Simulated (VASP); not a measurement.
# Fe (Fm-3m) in VASP: notebook

Fe is run at these levels: PBE; tasks: single point.

Everything below comes from runs of VASP 6.6.1. Logs are shortened: lines on timing, memory, paths and dates and some standing lists are left out, and cuts for length are marked.

## 1. The cell of the first run

It takes space group Fm-3m (No. 225, cubic). The conventional cell has a = 3.639 Å, b = 3.639 Å, c = 3.639 Å, α = 90.00°, β = 90.00°, γ = 90.00°. Fe (site symmetry m-3m) has 12 Fe at 2.57 Å within 3.4 Å.

## 2. Single point, PBE

File INCAR:

```
  ALGO = Normal
  EDIFF = 1E-6
  ENCUT = 520
  GGA = PE
  ISIF = 2
  ISMEAR = -1
  LASPH = True
  LCHARG = False
  LREAL = False
  LWAVE = False
  NBANDS = 15
  NELM = 80
  PREC = Accurate
  SIGMA = 0.05
```

File KPOINTS:

```
k-points
0
Gamma
  12 12 6
```

File POSCAR:

```
Fe
1.0
    0.0000000000      1.8195000000      1.8195000000
    1.8195000000      0.0000000000      1.8195000000
    3.6390000000      3.6390000000      0.0000000000
Fe
2
Direct
    0.0000000000      0.0000000000      0.0000000000
    0.0000000000      0.0000000000      0.5000000000
```

Potentials or basis: VASP PAW PBE potentials, release 64 (Fe).

Launch:

```
cat potpaw_PBE.64/Fe/POTCAR > POTCAR
mpirun -np 1 vasp_std > vasp.out
```

OUTCAR:

```text
EDIFF = 1E-6
   ENCUT = 520
   GGA = PE
   ISIF = 2
   ISMEAR = -1
   LASPH = True
   LREAL = False
   NELM = 80
   PREC = Accurate

 ion  position               nearest neighbor table
   1  0.000  0.000  0.000-   2 2.57   2 2.57   2 2.57   2 2.57   2 2.57   2 2.57
   2  0.000  0.000  0.500-   1 2.57   1 2.57   1 2.57   1 2.57   1 2.57   1 2.57

  LATTYP: Found a trigonal (rhomboedric) cell.
 ALAT       =     4.4568465870
 COS(alpha) =     0.8333333333

  Lattice vectors:

 A1 = (   3.6390000000,   1.8195000000,  -1.8195000000)
 A2 = (   1.8195000000,   1.8195000000,  -3.6390000000)
 A3 = (   1.8195000000,   3.6390000000,  -1.8195000000)

Analysis of symmetry for initial positions (statically):
=====================================================================
 Subroutine PRICEL returns following result:

  LATTYP: Found a face centered cubic cell.
 ALAT       =     3.6390000000

  Lattice vectors:

 A1 = (   0.0000000000,   1.8195000000,   1.8195000000)
 A2 = (   1.8195000000,   0.0000000000,   1.8195000000)
 A3 = (   1.8195000000,   1.8195000000,   0.0000000000)

   2 primitive cells build up your supercell.

 Routine SETGRP: Setting up the symmetry group for a
 trigonal (rhombohedral) supercell.

 Subroutine GETGRP returns: Found 12 space group operations
 (whereof 12 operations were pure point group operations)
 out of a pool of 12 trial point group operations.

The static configuration has the point symmetry D_3d.

Analysis of symmetry for dynamics (positions and initial velocities):
=====================================================================
 Subroutine PRICEL returns following result:

  LATTYP: Found a face centered cubic cell.
 ALAT       =     3.6390000000

  Lattice vectors:

 A1 = (   0.0000000000,   1.8195000000,   1.8195000000)
 A2 = (   1.8195000000,   0.0000000000,   1.8195000000)
 A3 = (   1.8195000000,   1.8195000000,   0.0000000000)

   2 primitive cells build up your supercell.

 Routine SETGRP: Setting up the symmetry group for a
 trigonal (rhombohedral) supercell.

 Subroutine GETGRP returns: Found 12 space group operations
 (whereof 12 operations were pure point group operations)
 out of a pool of 12 trial point group operations.

The dynamic configuration has the point symmetry D_3d.

 Subroutine INISYM returns: Found 12 space group operations
 (whereof 12 operations are pure point group operations),
 and found     2 'primitive' translations

[... 117 lines left out ...]
   ISIF   =      2    stress and relaxation
   ISYM   =      2    0-nonsym 1-usesym 2-fastsym
   POTIM  = 0.5000    time-step for ionic-motion
   TEBEG  =    0.0;   TEEND  =   0.0 temperature during run
   PSTRESS=    0.0 pullay stress
   NELECT =      16.0000    total number of electrons
   NUPDOWN=      -1.0000    fix difference up-down
   EMIN   =  10.00;   EMAX   =-10.00  energy-range for DOS
   EFERMI =   0.00;   METHOD = LEGACY
   ISMEAR =    -1;   SIGMA  =   0.05  broadening in eV -4-tet -1-fermi 0-gaus
   EFERMI_NEDOS =   21; number of points for ismear=-14 and -15
   IALGO  =     38    algorithm
   IMIX   =      4    mixing-type and parameters
     AMIX     =   0.40;   BMIX     =  1.00
     AMIX_MAG =   1.60;   BMIX_MAG =  1.00
  volume/ion in A,a.u.               =      12.05        81.30
  Fermi-wavevector in a.u.,A,eV,Ry     =   1.428267  2.699033 27.755163  2.039947
  Thomas-Fermi vector in A             =   2.548347
   LORBIT       =      0    0 simple, 1 ext, 2 COOP (PROOUT), +10 PAW based schemes
   GGA     = PE    functional components
   LHFCALC =     F    Hartree Fock is set to
   AEXX    =    0.0000 exact exchange contribution
   IVDW    =     0    specifies the selected vdW correction
   LEPSILON=     F    determine dielectric tensor
   LRPA    =     F    only Hartree local field effects (RPA)
 non-spin polarized calculation
  energy-cutoff  :      520.00
  volume of cell :       24.09
 maximum number of plane-waves:       663
   NGX =  9   NGY =  9   NGZ = 19

 number of electron      16.0000013 magnetization

 Free energy of the ion-electron system (eV)
  ---------------------------------------------------
  ext. energy  EPLUGINS =         0.00000000
  ---------------------------------------------------
  free energy    TOTEN  =       -15.75829517 eV

  energy without entropy =      -15.73115013  energy(sigma->0) =      -15.74472265

 E-fermi :   5.1112     XC(G=0): -12.8394

 val. band max:        5.0927948934   @ k =   0.0833   0.0833   0.0000
 cond. band min:       5.1254001573   @ k =   0.3333   0.0000   0.1667
 fundamental gap:      0.0326052638
 Fermi energy:         5.1112322925

 k-point     1 :       0.0000    0.0000    0.0000
  band No.  band energies     occupation
      1      -2.8026      2.00000
      2       1.1224      2.00000
      3       3.7586      2.00000
      4       3.7586      2.00000
      5       3.8251      2.00000
      6       3.8251      2.00000
      7       3.8251      2.00000
      8       5.0404      1.60988
      9       5.0404      1.60988
     10       5.3583      0.01418
     11       5.8786      0.00000
     12       5.8786      0.00000
     13      11.9604      0.00000
     14      25.7213      0.00000
[... 401 lines left out ...]
      2       1.7078      2.00000
      3       2.1501      2.00000
      4       3.2113      2.00000
      5       3.9020      2.00000
      6       4.1731      2.00000
      7       4.4477      2.00000
      8       5.4184      0.00429
      9       5.7289      0.00001
     10       6.0037      0.00000
     11       8.2461      0.00000
     12       9.8011      0.00000
     13      12.3032      0.00000
     14      15.6096      0.00000
     15      16.3370      0.00000

 [... further k-points ...]

------------------------ aborting loop because EDIFF is reached ----------------------------------------

  FORCE on cell =-STRESS in cart. coord.  units (eV):
  Direction    XX          YY          ZZ          XY          YZ          ZX
  --------------------------------------------------------------------------------------
  -------------------------------------------------------------------------------------
  Total       -4.7744305     -4.7744305     -4.7744305      0.0000011     -0.0000011     -0.0000011
  in kB     -317.4797168   -317.4797168   -317.4797168      0.0000757     -0.0000757     -0.0000757
  external PRESSURE =    -317.4797168 kB  Pullay stress =       0.0000000 kB

 VOLUME and BASIS-vectors are now :
 -----------------------------------------------------------------------------
  energy-cutoff  :      520.00
  volume of cell :       24.09
      direct lattice vectors                 reciprocal lattice vectors
     0.000000000  1.819500000  1.819500000    -0.274800769  0.274800769  0.274800769
     1.819500000  0.000000000  1.819500000     0.274800769 -0.274800769  0.274800769
     3.639000000  3.639000000  0.000000000     0.137400385  0.137400385 -0.137400385

 POSITION                                       TOTAL-FORCE (eV/Angst)
 -----------------------------------------------------------------------------------
      0.00000      0.00000      0.00000        -0.000000     -0.000000     -0.000000
      1.81950      1.81950      0.00000         0.000000      0.000000      0.000000
 -----------------------------------------------------------------------------------
    total drift:                               -0.000000     -0.000000      0.000000

  FREE ENERGIE OF THE ION-ELECTRON SYSTEM (eV)
  ---------------------------------------------------
  free  energy   TOTEN  =       -15.7582951747 eV

  energy  without entropy=      -15.7311501311  energy(sigma->0) =      -15.74472265
```

It took 15 s on 1 thread of Intel Xeon 6975P-C (Granite Rapids), shared host; peak memory 0.16 GiB.

Results:

```yaml
Free_energy: -15.7583 eV
Pressure: -31.7 GPa
Band_gap_on_the_k_mesh: zero (band 8 reaches 5.88 eV, above the bottom of band 9 at 4.56 eV)
```

Caveat: the run has no spin polarisation, though such a crystal can be magnetic.

## 3. Single point, PBE, collinear spin, ferromagnetic start

File INCAR:

```
SYSTEM = Fe
ALGO = Normal ; EDIFF = 1E-7
ENCUT = 520 ; GGA = PE
ISIF = 2 ; ISMEAR = -1
ISPIN = 2 ; LASPH = .True.
LCHARG = .True. ; LELF = .True.
LMAXMIX = 4 ; LORBIT = 11
LREAL = .False. ; LVHAR = .True.
LWAVE = .False. ; MAGMOM = 4 4
NBANDS = 19 ; NELM = 150
PREC = Accurate ; SIGMA = 0.05
```

File KPOINTS:

```
k-points
0
Gamma
  12 12 6
  0 0 0
```

POSCAR is that of step 2.

Potentials or basis: VASP PAW PBE potentials, release 64 (Fe).

Launch:

```
cat potpaw_PBE.64/Fe/POTCAR > POTCAR
mpirun -np 1 vasp_std > vasp.out
```

OUTCAR:

```text
SYSTEM = Fe
   EDIFF = 1E-7
   ENCUT = 520
   GGA = PE
   ISIF = 2
   ISMEAR = -1
   ISPIN = 2
   LASPH = .True.
   LORBIT = 11
   LREAL = .False.
   NELM = 150
   PREC = Accurate

 ion  position               nearest neighbor table
   1  0.000  0.000  0.000-   2 2.57   2 2.57   2 2.57   2 2.57   2 2.57   2 2.57
   2  0.000  0.000  0.500-   1 2.57   1 2.57   1 2.57   1 2.57   1 2.57   1 2.57

  LATTYP: Found a trigonal (rhomboedric) cell.
 ALAT       =     4.4568465870
 COS(alpha) =     0.8333333333

  Lattice vectors:

 A1 = (   3.6390000000,   1.8195000000,  -1.8195000000)
 A2 = (   1.8195000000,   1.8195000000,  -3.6390000000)
 A3 = (   1.8195000000,   3.6390000000,  -1.8195000000)

[... 1316 lines left out ...]
 -----------------------------------------------------------------------------
  energy-cutoff  :      520.00
  volume of cell :       24.09
      direct lattice vectors                 reciprocal lattice vectors
     0.000000000  1.819500000  1.819500000    -0.274800769  0.274800769  0.274800769
     1.819500000  0.000000000  1.819500000     0.274800769 -0.274800769  0.274800769
     3.639000000  3.639000000  0.000000000     0.137400385  0.137400385 -0.137400385

 POSITION                                       TOTAL-FORCE (eV/Angst)
 -----------------------------------------------------------------------------------
      0.00000      0.00000      0.00000         0.000000      0.000000     -0.000000
      1.81950      1.81950      0.00000        -0.000000     -0.000000      0.000000
 -----------------------------------------------------------------------------------
    total drift:                               -0.000000     -0.000000      0.000000

  FREE ENERGIE OF THE ION-ELECTRON SYSTEM (eV)
  ---------------------------------------------------
  free  energy   TOTEN  =       -16.1741514554 eV

  energy  without entropy=      -16.1528976490  energy(sigma->0) =      -16.16352455

 total charge

# of ion       s       p       d       tot
------------------------------------------
    1        0.471   0.497   6.185   7.153
    2        0.471   0.497   6.185   7.153
--------------------------------------------------
tot          0.943   0.995  12.369  14.306

 magnetization (x)

# of ion       s       p       d       tot
------------------------------------------
    1       -0.017  -0.050   2.633   2.566
    2       -0.017  -0.050   2.633   2.566
--------------------------------------------------
tot         -0.035  -0.100   5.266   5.131
```

OSZICAR:

```text
N       E                     dE             d eps       ncg     rms          rms(c)
DAV:   1     0.776810814624E+02    0.77681E+02   -0.77255E+03  7952   0.112E+03
DAV:   2    -0.138291864062E+02   -0.91510E+02   -0.81554E+02  7493   0.199E+02
DAV:   3    -0.172350981016E+02   -0.34059E+01   -0.32775E+01  8268   0.497E+01
DAV:   4    -0.172628645512E+02   -0.27766E-01   -0.27756E-01  8443   0.419E+00
DAV:   5    -0.172631753642E+02   -0.31081E-03   -0.31081E-03  8391   0.411E-01    0.160E+01
DAV:   6    -0.162774416840E+02    0.98573E+00   -0.62757E+00  8064   0.502E+01    0.778E+00
DAV:   7    -0.161983057172E+02    0.79136E-01   -0.63908E-01  8687   0.133E+01    0.500E+00
DAV:   8    -0.161880633280E+02    0.10242E-01   -0.18943E-02  9573   0.104E+00    0.208E+00
DAV:   9    -0.161731980668E+02    0.14865E-01   -0.55577E-03 10417   0.110E+00    0.488E-01
DAV:  10    -0.161741273155E+02   -0.92925E-03   -0.21851E-03  9335   0.554E-01    0.797E-02
DAV:  11    -0.161741541010E+02   -0.26786E-04   -0.73653E-05  9241   0.110E-01    0.503E-02
DAV:  12    -0.161741502478E+02    0.38532E-05   -0.44930E-06  8216   0.173E-02    0.122E-02
DAV:  13    -0.161741511253E+02   -0.87752E-06   -0.26071E-06  8175   0.145E-02    0.954E-03
DAV:  14    -0.161741514294E+02   -0.30405E-06   -0.99582E-07  7902   0.111E-02    0.395E-03
DAV:  15    -0.161741514554E+02   -0.26023E-07   -0.23721E-08  5075   0.250E-03
   1 F= -.16174151E+02 E0= -.16163525E+02  d E =-.212538E-01  mag=     5.1342
```

Run time: 42 s. Hardware: 1 thread of Intel Xeon 6975P-C (Granite Rapids), shared host; peak memory 0.19 GiB.

What came out:

* Free energy: -16.1742 eV
* Pressure: -0.9 GPa
* Net moment: 5.13 μB per cell
* Site moments: Fe +2.57 μB
* Valence electrons inside the program's atomic spheres: Fe 7.15

Levels at points of the mesh, in eV from the Fermi level:
Spin up:
| k point | band 8 | band 9 | band 10 | band 11 | band 12 | band 13 | band 14 | band 15 |
| --- | --- | --- | --- | --- | --- | --- | --- | --- |
| (0.00, 0.00, 0.00) | -1.47 | -1.47 | -0.55 | -0.55 | -0.16 | 5.96 | 20.38 | 21.75 |
| (0.50, 0.00, 0.00) | -0.55 | -0.27 | -0.27 | -0.16 | 2.45 | 5.96 | 9.18 | 14.01 |
| (0.00, 0.00, 0.50) | -2.29 | -1.30 | -1.30 | -1.30 | -1.30 | 13.91 | 13.91 | 21.94 |
| (0.50, 0.00, 0.50) | -1.68 | -0.48 | -0.48 | 2.41 | 2.41 | 8.38 | 8.38 | 13.99 |
Spin down:
| k point | band 1 | band 2 | band 3 | band 4 | band 5 | band 6 | band 7 | band 8 | band 9 | band 10 |
| --- | --- | --- | --- | --- | --- | --- | --- | --- | --- | --- |
| (0.00, 0.00, 0.00) | -8.13 | -3.46 | -0.10 | -0.10 | -0.10 | -0.07 | -0.07 | -0.02 | 1.50 | 1.50 |
| (0.50, 0.00, 0.00) | -3.46 | -3.19 | -2.45 | -0.07 | -0.07 | -0.02 | 2.28 | 2.28 | 2.40 | 2.42 |
| (0.00, 0.00, 0.50) | -5.97 | -5.97 | -0.76 | -0.76 | 0.19 | 0.19 | 0.19 | 0.19 | 1.53 | 1.53 |
| (0.50, 0.00, 0.50) | -2.66 | -2.66 | -1.78 | -1.78 | -0.42 | -0.42 | 1.01 | 1.01 | 2.35 | 2.35 |
